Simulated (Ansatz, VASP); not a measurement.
**Two plane-wave programs on MgO**

Contents of INCAR:

```
ALGO = Normal
EDIFF = 1E-6
ENCUT = 600
GGA = PE
GGA_COMPAT = F
ISIF = 2
ISMEAR = 0
LASPH = T
LCHARG = T
LELF = T
LREAL = F
LVHAR = T
LWAVE = F
NBANDS = 11
NELM = 120
PREC = Accurate
SIGMA = 0.02
```

The input KPOINTS:

```
k-points
0
Gamma
  10 10 10
```

Contents of POSCAR:

```
MgO
1.0
    0.0000000000      2.0616629467      2.0616629467
    2.0616629467      0.0000000000      2.0616629467
    2.0616629467      2.0616629467      0.0000000000
Mg O
1 1
Direct
    0.0000000000      0.0000000000      0.0000000000
    0.5000000000      0.5000000000      0.5000000000
```

Input for Ansatz:

```yaml
crystal:
  lattice:
    - [0.0, 2.0616629467, 2.0616629467]
    - [2.0616629467, 0.0, 2.0616629467]
    - [2.0616629467, 2.0616629467, 0.0]
  atoms:
    - { symbol: Mg, position: [0.0, 0.0, 0.0] }
    - { symbol: O, position: [0.5, 0.5, 0.5] }
basis: {}
kpoints:
  mp_grid: { grid: [10, 10, 10] }
hamiltonian:
  xc: pbe
  pseudopotentials: { kind: nc }
scf:
  occupations: { method: gaussian, width: 0.02 }
output:
  forces: true
  stress: true
  eigenvalues: true
```

Alike in both runs: task single point; functional PBE; k mesh 10 × 10 × 10; occupations gaussian, width 0.02 eV; no spin polarisation.

|  | VASP | Ansatz |
| --- | --- | --- |
| version | VASP 6.6.1 | Ansatz 0.2.0 |
| potentials or method | VASP PAW PBE potentials, release 64 (Mg, O) | scalar-relativistic, plane waves, norm-conserving pseudopotentials |
| plane-wave cutoff (eV) | 600 | 1240 |
| valence electrons in the cell | 8 | 16 |

|  | VASP | Ansatz | Ansatz less VASP |
| --- | --- | --- | --- |
| gap on the k mesh at the Fermi level (eV) | 5.38 | 5.40 | +0.021 |
| least direct gap on the mesh (eV) | 5.38 | 5.40 | +0.021 |
| pressure (GPa) | 15.9 | 17.1 | +1.15 |

With one functional, cell and mesh, what is left measures potentials, basis and numerics. VASP's potentials hold 8 valence electrons a cell and Ansatz's 16, so a difference there can come from the potentials and not from the codes.
